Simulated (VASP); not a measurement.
Wanted: the native input for a VASP 6.6.1 run.

```
Task                   : single point
Functional             : r2SCAN
Potentials or basis    : VASP PAW PBE potentials, release 64 (Ta_pv, N)
Cutoff                 : 520 eV
k mesh                 : 18 × 18 × 16
Occupations            : gaussian, width 0.15 eV
Spin                   : no spin polarisation
Dipole correction      : no
Further INCAR settings : ALGO = Normal; EDIFF = 1e-06; NBANDS = 15
```

TaN:

```
Ta N
1.0
     2.93800    0.00000    0.00000
    -1.46900    2.54438    0.00000
     0.00000    0.00000    2.88300
Ta N
1 1
Direct
  0.33333 0.66667 0.50000
  0.03930 0.07860 0.00000
```

This cell differs from its parent crystal: atom 2 (N) moved by (+0.200, +0.000) A along y and z.

These files were run (other wordings do the same):

POSCAR

```
TaN
1.0
    2.9379988584      0.0000000000      0.0000000000
   -1.4689994292      2.5443816477      0.0000000000
    0.0000000000      0.0000000000      2.8830000000
Ta N
1 1
Direct
    0.3333333333      0.6666666667      0.5000000000
    0.0393022800      0.0786045600      0.0000000000
```

INCAR.step1

```
ALGO = Normal ; EDIFF = 1E-4
ENCUT = 520 ; GGA = PE
ISMEAR = 0 ; LASPH = T
LCHARG = F ; LREAL = F
LWAVE = T ; NBANDS = 15
NELM = 60 ; PREC = Accurate
SIGMA = 0.15
```

INCAR.step2

```
ALGO = Normal ; EDIFF = 1E-6
ENCUT = 520 ; ISIF = 2
ISMEAR = 0 ; ISTART = 1
LASPH = T ; LCHARG = T
LELF = T ; LMIXTAU = T
LREAL = F ; LVHAR = T
LWAVE = F ; METAGGA = R2SCAN
NBANDS = 15 ; NELM = 60
PREC = Accurate ; SIGMA = 0.15
```

KPOINTS

```
k-points
0
Gamma
  18 18 16
```

Potentials or basis: VASP PAW PBE potentials, release 64 (Ta_pv, N).

Command:

```bash
$ cat potpaw_PBE.64/Ta_pv/POTCAR potpaw_PBE.64/N/POTCAR > POTCAR
$ cp INCAR.step1 INCAR
$ mpirun -np 1 vasp_std > vasp.out
$ cp INCAR.step2 INCAR
$ mpirun -np 1 vasp_std > vasp.out
```

Results of the run:

```yaml
Pressure: 7.7 GPa
Largest_force: 2.930 eV/Å
Band_gap_on_the_k_mesh: zero (bands 8 and 9 overlap by 0.33 eV)
```

Caveat: the cell differs from its parent crystal (atom 2 (N) moved by (+0.200, +0.000) A along y and z); the stress differs along the axes, from 1 to 12 GPa; the PAW data sets were made with another functional, which shifts forces and pressure a little; spin-orbit coupling is left out, which moves the levels of the heavy elements.

Run time: 7.2 min on 1 thread of Intel(R) Xeon(R) Platinum 8488C (Sapphire Rapids), with other jobs on the host, peak memory 0.37 GiB.
